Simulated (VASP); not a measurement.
# AlNi (CsCl type) (Pm-3m) in VASP: a series of runs

AlNi (CsCl type) is run at these levels: PBE; tasks: single point, relaxation of cell and atoms.

Everything below comes from runs of VASP 6.6.1. Logs are shortened: lines on timing, memory, paths and dates and some standing lists are left out, and cuts for length are marked.

### 1 The cell of the first run

It takes space group Pm-3m (No. 221, cubic). Conventional cell: a = 2.545 Å, b = 2.545 Å, c = 2.545 Å, α = 90.00°, β = 90.00°, γ = 90.00°. Within 2.9 Å of Ni (site symmetry m-3m) lie 8 Al at 2.20 Å and 6 Ni at 2.54 Å. Al (site symmetry m-3m) has 8 Ni at 2.20 Å and 6 Al at 2.54 Å within 2.9 Å.

### 2 Single point, PBE

INCAR reads:

```
ALGO = Normal
EDIFF = 1E-6
ENCUT = 520
GGA = PE
ISIF = 2
ISMEAR = -1
LASPH = True
LCHARG = False
LREAL = False
LWAVE = False
NBANDS = 14
NELM = 60
PREC = Accurate
SIGMA = 0.05
```

KPOINTS reads:

```
k-points
0
Gamma
  16 16 16
```

POSCAR reads:

```
AlNi
1.0
    2.5449517702      0.0000000000      0.0000000000
    0.0000000000      2.5449517702      0.0000000000
    0.0000000000      0.0000000000      2.5449517702
Ni Al
1 1
Direct
    0.0000000000      0.0000000000      0.0000000000
    0.5000000000      0.5000000000      0.5000000000
```

Potentials or basis: VASP PAW PBE potentials, release 64 (Ni, Al).

The run is started by

```console
$ cat potpaw_PBE.64/Ni/POTCAR potpaw_PBE.64/Al/POTCAR > POTCAR
$ mpirun -np 1 vasp_std > vasp.out
```

OUTCAR:

```text
EDIFF = 1E-6
   ENCUT = 520
   GGA = PE
   ISIF = 2
   ISMEAR = -1
   LASPH = True
   LREAL = False
   NELM = 60
   PREC = Accurate

 ion  position               nearest neighbor table
   1  0.000  0.000  0.000-   2 2.20   2 2.20   2 2.20   2 2.20   2 2.20   2 2.20   2 2.20   2 2.20

   2  0.500  0.500  0.500-   1 2.20   1 2.20   1 2.20   1 2.20   1 2.20   1 2.20   1 2.20   1 2.20

  LATTYP: Found a simple cubic cell.
 ALAT       =     2.5449517702

  Lattice vectors:

 A1 = (   2.5449517702,   0.0000000000,   0.0000000000)
 A2 = (   0.0000000000,   2.5449517702,   0.0000000000)
 A3 = (   0.0000000000,   0.0000000000,   2.5449517702)

Analysis of symmetry for initial positions (statically):
=====================================================================
 Subroutine PRICEL returns:
 Original cell was already a primitive cell.

 Routine SETGRP: Setting up the symmetry group for a
 simple cubic supercell.

 Subroutine GETGRP returns: Found 48 space group operations
 (whereof 48 operations were pure point group operations)
 out of a pool of 48 trial point group operations.

The static configuration has the point symmetry O_h .

Analysis of symmetry for dynamics (positions and initial velocities):
=====================================================================
 Subroutine PRICEL returns:
 Original cell was already a primitive cell.

 Routine SETGRP: Setting up the symmetry group for a
 simple cubic supercell.

 Subroutine GETGRP returns: Found 48 space group operations
 (whereof 48 operations were pure point group operations)
 out of a pool of 48 trial point group operations.

The dynamic configuration has the point symmetry O_h .

 Subroutine INISYM returns: Found 48 space group operations
 (whereof 48 operations are pure point group operations),
 and found     1 'primitive' translations

----------------------------------------------------------------------------------------

                                     Primitive cell

  volume of cell :      16.4831

  direct lattice vectors                    reciprocal lattice vectors
     2.544951770  0.000000000  0.000000000     0.392934755  0.000000000  0.000000000
     0.000000000  2.544951770  0.000000000     0.000000000  0.392934755  0.000000000
     0.000000000  0.000000000  2.544951770     0.000000000  0.000000000  0.392934755

  length of vectors
     2.544951770  2.544951770  2.544951770     0.392934755  0.392934755  0.392934755

  position of ions in fractional coordinates (direct lattice)
     0.000000000  0.000000000  0.000000000
     0.500000000  0.500000000  0.500000000

  ion indices of the primitive-cell ions
   primitive index   ion index
                 1           1
                 2           2

----------------------------------------------------------------------------------------

 KPOINTS: k-points

Automatic generation of k-mesh.
 Grid dimensions read from file:
 generate k-points for:   16   16   16

 Generating k-lattice:

  Cartesian coordinates                     Fractional coordinates (reciprocal lattice)
     0.024558422  0.000000000  0.000000000     0.062500000  0.000000000  0.000000000
     0.000000000  0.024558422  0.000000000     0.000000000  0.062500000  0.000000000
     0.000000000  0.000000000  0.024558422     0.000000000  0.000000000  0.062500000

  Length of vectors
     0.024558422  0.024558422  0.024558422

  Shift w.r.t. Gamma in fractional coordinates (k-lattice)
     0.000000000  0.000000000  0.000000000

 Subroutine IBZKPT returns following result:
 ===========================================

 Found    165 irreducible k-points:

 Following reciprocal coordinates:
            Coordinates               Weight
  0.000000  0.000000  0.000000      1.000000
  0.062500  0.000000  0.000000      6.000000
  0.125000  0.000000  0.000000      6.000000
  0.187500  0.000000  0.000000      6.000000
  0.250000  0.000000  0.000000      6.000000
  0.312500  0.000000  0.000000      6.000000
[... 16 lines left out ...]
  0.437500  0.125000  0.000000     24.000000
  0.500000  0.125000  0.000000     12.000000
 [... further k-points ...]
   k-points           NKPTS =    165   k-points in BZ     NKDIM =    165   number of bands    NBANDS=     14
   number of dos      NEDOS =    301   number of ions     NIONS =      2
   total plane-waves  NPLWV =   8000
   dimension x,y,z NGX =    20 NGY =   20 NGZ =   20
   dimension x,y,z NGXF=    40 NGYF=   40 NGZF=   40
   ions per type =               1   1
   NGX,Y,Z   is equivalent  to a cutoff of  13.06, 13.06, 13.06 a.u.
   NGXF,Y,Z  is equivalent  to a cutoff of  26.13, 26.13, 26.13 a.u.
 SYSTEM =  unknown system
   PREC   = accura    normal or accurate (medium, high low for compatibility)
   ISTART =      0    job   : 0-new  1-cont  2-samecut
   ICHARG =      2    charge: 1-file 2-atom 10-const
   ISPIN  =      1    spin polarized calculation?
   LNONCOLLINEAR =      F non collinear calculations
   LSORBIT =      F    spin-orbit coupling
   LASPH  =      T    aspherical Exc in radial PAW
   ENCUT  =  520.0 eV  38.22 Ry    6.18 a.u.   4.73  4.73  4.73*2*pi/ulx,y,z
   NELM   =     60;   NELMIN=  2; NELMDL= -5     # of ELM steps
   EDIFF  = 0.1E-05   stopping-criterion for ELM
   LREAL  =      F    real-space projection
[... 7 lines left out ...]
   TEBEG  =    0.0;   TEEND  =   0.0 temperature during run
   PSTRESS=    0.0 pullay stress
   NELECT =      13.0000    total number of electrons
   NUPDOWN=      -1.0000    fix difference up-down
   EMIN   =  10.00;   EMAX   =-10.00  energy-range for DOS
   EFERMI =   0.00;   METHOD = LEGACY
   ISMEAR =    -1;   SIGMA  =   0.05  broadening in eV -4-tet -1-fermi 0-gaus
   EFERMI_NEDOS =   21; number of points for ismear=-14 and -15
   IALGO  =     38    algorithm
   IMIX   =      4    mixing-type and parameters
     AMIX     =   0.40;   BMIX     =  1.00
     AMIX_MAG =   1.60;   BMIX_MAG =  1.00
  volume/ion in A,a.u.               =       8.24        55.62
  Fermi-wavevector in a.u.,A,eV,Ry     =   1.512550  2.858305 31.127509  2.287807
  Thomas-Fermi vector in A             =   2.622459
   LORBIT       =      0    0 simple, 1 ext, 2 COOP (PROOUT), +10 PAW based schemes
   GGA     = PE    functional components
   LHFCALC =     F    Hartree Fock is set to
   AEXX    =    0.0000 exact exchange contribution
   IVDW    =     0    specifies the selected vdW correction
   LEPSILON=     F    determine dielectric tensor
   LRPA    =     F    only Hartree local field effects (RPA)
 non-spin polarized calculation
  energy-cutoff  :      520.00
  volume of cell :       16.48
 maximum number of plane-waves:       466
 NGX is ok and might be reduce to    20
   NGX =  9   NGY =  9   NGZ =  9

 number of electron      13.0000003 magnetization

 Free energy of the ion-electron system (eV)
  ---------------------------------------------------
  ext. energy  EPLUGINS =         0.00000000
  ---------------------------------------------------
  free energy    TOTEN  =        -8.13807020 eV

  energy without entropy =       -8.13306557  energy(sigma->0) =       -8.13556788

 E-fermi :  15.9063     XC(G=0): -13.9735

 val. band max:       15.8886707304   @ k =   0.3750   0.1875   0.1250
 cond. band min:      15.9425230361   @ k =   0.4375   0.3750   0.2500
 fundamental gap:      0.0538523058
 Fermi energy:        15.9062755466

 k-point     1 :       0.0000    0.0000    0.0000
  band No.  band energies     occupation
      1       1.7504      2.00000
      2      10.3539      2.00000
      3      10.3539      2.00000
      4      13.3862      2.00000
      5      13.3862      2.00000
      6      13.3862      2.00000
      7      23.2878      0.00000
      8      23.2878      0.00000
      9      23.2878      0.00000
     10      25.3225      0.00000
     11      25.3225      0.00000
     12      37.5808      0.00000
     13      41.6025      0.00000
     14      41.6025      0.00000

 k-point     2 :       0.0625    0.0000    0.0000
  band No.  band energies     occupation
      1       1.8445      2.00000
      2      10.3609      2.00000
      3      10.3831      2.00000
      4      13.3356      2.00000
      5      13.3356      2.00000
      6      13.3922      2.00000
      7      22.1643      0.00000
      8      23.4083      0.00000
      9      23.4083      0.00000
     10      25.2936      0.00000
     11      26.4127      0.00000
     12      37.8208      0.00000
     13      40.4587      0.00000
     14      40.4587      0.00000

 k-point     3 :       0.1250    0.0000    0.0000
  band No.  band energies     occupation
      1       2.1249      2.00000
      2      10.3674      2.00000
      3      10.4675      2.00000
      4      13.1957      2.00000
      5      13.1957      2.00000
      6      13.4095      2.00000
      7      20.4537      0.00000
      8      23.7577      0.00000
      9      23.7577      0.00000
     10      25.2085      0.00000
     11      28.0257      0.00000
     12      38.5427      0.00000
     13      38.7704      0.00000
     14      38.7704      0.00000
[... 324 lines left out ...]
 k-point    23 :       0.4375    0.1250    0.0000
  band No.  band energies     occupation
      1       6.2377      2.00000
      2       8.3554      2.00000
      3      11.2587      2.00000
      4      12.1989      2.00000
      5      12.3164      2.00000
      6      13.3555      2.00000
      7      15.1750      2.00000
      8      23.5940      0.00000
      9      25.7982      0.00000
     10      28.0766      0.00000
     11      30.8137      0.00000
     12      31.7219      0.00000
     13      35.4253      0.00000
     14      36.4697      0.00000

 k-point    24 :       0.5000    0.1250    0.0000
  band No.  band energies     occupation
      1       7.1142      2.00000
      2       7.5014      2.00000
      3      11.3055      2.00000
      4      12.1725      2.00000
      5      12.2792      2.00000
      6      13.3617      2.00000
      7      15.0385      2.00000
      8      23.8235      0.00000
      9      25.6166      0.00000
     10      28.5157      0.00000
     11      30.6747      0.00000
     12      31.1946      0.00000
     13      35.4253      0.00000
     14      36.8018      0.00000

 [... further k-points ...]
[... 5 lines left out ...]
  --------------------------------------------------------------------------------------
  -------------------------------------------------------------------------------------
  Total       14.3970266     14.3970266     14.3970266      0.0000000      0.0000000     -0.0000000
  in kB     1399.4091845   1399.4091845   1399.4091845      0.0000000      0.0000000     -0.0000000
  external PRESSURE =    1399.4091845 kB  Pullay stress =       0.0000000 kB

 VOLUME and BASIS-vectors are now :
 -----------------------------------------------------------------------------
  energy-cutoff  :      520.00
  volume of cell :       16.48
      direct lattice vectors                 reciprocal lattice vectors
     2.544951770  0.000000000  0.000000000     0.392934755  0.000000000  0.000000000
     0.000000000  2.544951770  0.000000000     0.000000000  0.392934755  0.000000000
     0.000000000  0.000000000  2.544951770     0.000000000  0.000000000  0.392934755

 POSITION                                       TOTAL-FORCE (eV/Angst)
 -----------------------------------------------------------------------------------
      0.00000      0.00000      0.00000         0.000000      0.000000      0.000000
      1.27248      1.27248      1.27248         0.000000      0.000000      0.000000
 -----------------------------------------------------------------------------------
    total drift:                               -0.000000      0.000000     -0.000000

  FREE ENERGIE OF THE ION-ELECTRON SYSTEM (eV)
  ---------------------------------------------------
  free  energy   TOTEN  =        -8.1380702003 eV

  energy  without entropy=       -8.1330655687  energy(sigma->0) =       -8.13556788
```

Run time: 53 s. Hardware: 1 thread of AMD EPYC 7R13, shared host; peak memory 0.12 GiB.

What came out:

```yaml
Free_energy: -8.1381 eV
Pressure: 139.9 GPa
```

Levels at points of the mesh, in eV from the Fermi level:
```csv
k point,band 4,band 5,band 6,band 7,band 8,band 9,band 10,band 11
"(0.00, 0.00, 0.00)",-2.52,-2.52,-2.52,7.38,7.38,7.38,9.42,9.42
"(0.50, 0.00, 0.00)",-3.65,-3.65,-2.36,-0.85,8.45,11.98,11.98,15.17
"(0.50, 0.50, 0.00)",-3.96,-3.49,-3.49,-1.61,2.32,4.56,17.00,18.41
"(0.50, 0.50, 0.50)",-1.56,-1.56,1.64,1.64,1.64,6.38,6.38,6.38
```

### 3 Single point, PBE

INCAR reads:

```
SYSTEM = AlNi
PREC     = Accurate       ! precision mode
ENCUT    = 520            ! plane-wave cutoff, eV
EDIFF    = 1E-7           ! SCF threshold, eV
ISMEAR   = -1             ! smearing method
SIGMA    = 0.05           ! smearing width, eV
LREAL    = .FALSE.        ! projectors in reciprocal space
LASPH    = .TRUE.         ! aspherical terms in the spheres
NELM     = 100            ! most SCF steps
ALGO     = Normal         ! electronic algorithm
ISIF     = 2              ! what is computed and relaxed
LWAVE    = .FALSE.        ! write WAVECAR
LCHARG   = .FALSE.        ! write CHGCAR
GGA      = PE             ! functional
NBANDS   = 14             ! bands
```

KPOINTS reads:

```
regular mesh
0
G
  16 16 16
  0 0 0
```

POSCAR reads:

```
AlNi
1.0
    2.5441979205      0.0000000000      0.0000000000
    0.0000000000      2.5441979205      0.0000000000
    0.0000000000      0.0000000000      2.5441979205
Ni Al
1 1
Direct
    0.0000000000      0.0000000000      0.0000000000
    0.5000000000      0.5000000000      0.5000000000
```

Potentials or basis: VASP PAW PBE potentials, release 64 (Ni, Al).

The run is started by

```console
$ cat potpaw_PBE.64/Ni/POTCAR potpaw_PBE.64/Al/POTCAR > POTCAR
$ mpirun -np 1 vasp_std > vasp.out
```

Wall time 71 s (1 thread of AMD EPYC 7R13, shared host); peak memory 0.12 GiB.

The run converged. Its results:

```
Free energy : -8.1252 eV
Pressure    : 140.6 GPa
```

Levels at points of the mesh, in eV from the Fermi level:
```csv
k point,band 5,band 6,band 7,band 8,band 9,band 10
"(0.00, 0.00, 0.00)",-2.52,-2.52,7.39,7.39,7.39,9.42
"(0.50, 0.00, 0.00)",-3.66,-2.36,-0.85,8.45,11.99,11.99
"(0.50, 0.50, 0.00)",-3.49,-3.49,-1.61,2.32,4.56,17.02
"(0.50, 0.50, 0.50)",-1.56,1.64,1.64,1.64,6.38,6.38
```

### 4 Relaxation of cell and atoms, PBE, target pressure 140 GPa, at which the enthalpy is minimised

INCAR reads:

```
SYSTEM = AlNi
ALGO = Normal ; EDIFF = 1E-6
EDIFFG = -0.005 ; ENCUT = 600
GGA = PE ; IBRION = 2
ISIF = 3 ; ISMEAR = -1
LASPH = .True. ; LCHARG = .False.
LREAL = .False. ; LWAVE = .False.
NELM = 100 ; NSW = 32
PREC = Accurate ; PSTRESS = 1400.0
SIGMA = 0.05
```

KPOINTS reads:

```
k-points
0
Gamma
  16 16 16
  0 0 0
```

POSCAR reads:

```
AlNi
1.0
    2.5449517702      0.0000000000      0.0000000000
    0.0000000000      2.5449517702      0.0000000000
    0.0000000000      0.0000000000      2.5449517702
Ni Al
1 1
Direct
    0.0000000000      0.0000000000      0.0000000000
    0.5000000000      0.5000000000      0.5000000000
```

The run is started by

```console
$ cat potpaw_PBE.64/Ni/POTCAR potpaw_PBE.64/Al/POTCAR > POTCAR
$ mpirun -np 1 vasp_std > vasp.out
```

Wall time 43 s (1 thread of Intel Xeon Platinum 8488C (Sapphire Rapids), shared host); peak memory 0.15 GiB.

Results (log left out):

* Free energy: -8.1360 eV
* Relaxed volume: 8.24 Å³/atom
* Relaxed cell: a = 2.545 Å, b = 2.545 Å, c = 2.545 Å, α = 90.00°, β = 90.00°, γ = 90.00°
* Space group after relaxing (to 0.05 Å): Pm-3m (No. 221)
* Energy change on relaxing (the enthalpy is what falls): +1.2 meV/atom
* Ionic steps: 3
* Pressure after relaxing: 140.0 GPa

The path:
| step | energy change (eV) | largest force (eV/Å) | pressure (GPa) | volume (Å³) |
| --- | --- | --- | --- | --- |
| 1 | 0.0000 | 0.0000 | 139.88 | 16.48 |
| 2 | 0.0128 | 0.0000 | 140.52 | 16.47 |
| 3 | 0.0024 | 0.0000 | 140.03 | 16.48 |

Final structure:
```yaml
crystal:
  lattice:
    - [2.54481, 0.00000, 0.00000]
    - [0.00000, 2.54481, 0.00000]
    - [0.00000, 0.00000, 2.54481]
  atoms:
    - { symbol: Ni, position: [0.00000, 0.00000, 0.00000] }
    - { symbol: Al, position: [0.50000, 0.50000, 0.50000] }
```

Levels at points of the mesh, in eV from the Fermi level:
```csv
k point,band 4,band 5,band 6,band 7,band 8,band 9,band 10
"(0.00, 0.00, 0.00)",-2.52,-2.52,-2.52,7.38,7.38,7.38,9.42
"(0.50, 0.00, 0.00)",-3.65,-3.65,-2.36,-0.85,8.45,11.98,11.98
"(0.50, 0.50, 0.00)",-3.96,-3.49,-3.49,-1.61,2.32,4.56,17.01
"(0.50, 0.50, 0.50)",-1.56,-1.56,1.64,1.64,1.64,6.38,6.38
```

Caveat: the cell is relaxed towards a set pressure, so the enthalpy falls and the energy may rise. Spin polarisation is off, so any magnetic state and its effect on volume and gap are missing.

[end of part 1 of 2]
